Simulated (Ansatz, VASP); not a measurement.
**Two plane-wave programs on Na2S**

The input POSCAR:

```
Na2S
1.0
    0.0000000000      3.2554324508      3.2554324508
    3.2554324508      0.0000000000      3.2554324508
    3.2554324508      3.2554324508      0.0000000000
S Na
1 2
Direct
    0.0000000000      0.0000000000      0.0000000000
    0.2500000000      0.2500000000      0.2500000000
    0.7500000000      0.7500000000      0.7500000000
```

File INCAR.step1:

```
ALGO     = Normal         # electronic algorithm
EDIFF    = 1E-5           # SCF threshold, eV
ENCUT    = 550            # plane-wave cutoff, eV
GGA      = PE             # functional
GGA_COMPAT= F            
ISMEAR   = 0              # smearing method
LASPH    = T              # aspherical terms in the spheres
LCHARG   = F              # write CHGCAR
LREAL    = F              # projectors in reciprocal space
LWAVE    = T              # write WAVECAR
NBANDS   = 17             # bands
NELM     = 120            # most SCF steps
PREC     = Accurate       # precision mode
SIGMA    = 0.01           # smearing width, eV
```

INCAR.step2

```
ALGO     = Normal         # electronic algorithm
EDIFF    = 1E-6           # SCF threshold, eV
ENCUT    = 550            # plane-wave cutoff, eV
GGA_COMPAT= F            
ISIF     = 2              # what is computed and relaxed
ISMEAR   = 0              # smearing method
ISTART   = 1            
LASPH    = T              # aspherical terms in the spheres
LCHARG   = T              # write CHGCAR
LELF     = T              # ELF
LMIXTAU  = T            
LREAL    = F              # projectors in reciprocal space
LVHAR    = T            
LWAVE    = F              # write WAVECAR
METAGGA  = R2SCAN         # meta-GGA
NBANDS   = 17             # bands
NELM     = 120            # most SCF steps
PREC     = Accurate       # precision mode
SIGMA    = 0.01           # smearing width, eV
```

Contents of KPOINTS:

```
k-points
0
Gamma
  6 6 6
```

Input for Ansatz:

```yaml
crystal:
  lattice:
    - [0.0, 3.2554324508, 3.2554324508]
    - [3.2554324508, 0.0, 3.2554324508]
    - [3.2554324508, 3.2554324508, 0.0]
  atoms:
    - { symbol: S, position: [0.0, 0.0, 0.0] }
    - { symbol: Na, position: [0.25, 0.25, 0.25] }
    - { symbol: Na, position: [0.75, 0.75, 0.75] }
kpoints:
  mp_grid: { grid: [6, 6, 6] }
hamiltonian:
  xc: r2scan
scf:
  occupations: { method: fixed }
output:
  optics:
    e_range: [0, 15]
    de: 0.05
    sigma: 0.1
    bands: { spectra_wanted_up_to: 15 }
  write_density: true
  write_potential: true
  elf: true
  volumetric_format: npy
```

Alike in both runs: task single point; functional r2SCAN; k mesh 6 × 6 × 6; no spin polarisation.

|  | VASP | Ansatz |
| --- | --- | --- |
| version | VASP 6.6.1 | Ansatz 0.2.0 |
| potentials or method | VASP PAW PBE potentials, release 64 (S, Na_pv) | plane waves, PAW |
| plane-wave cutoff (eV) | 550 | 500 |
| occupations | gaussian, width 0.01 eV | fixed |
| valence electrons in the cell | 20 | 24 |

VASP gave:

- gap on the k mesh at the Fermi level (eV): 3.11

Problem. What did Ansatz give for the same quantities?

Solution. gap on the k mesh at the Fermi level (eV): 3.09.

VASP's potentials were made for PBE, not for r2SCAN. VASP's potentials hold 20 valence electrons a cell and Ansatz's 24, so a difference there can come from the potentials and not from the codes.
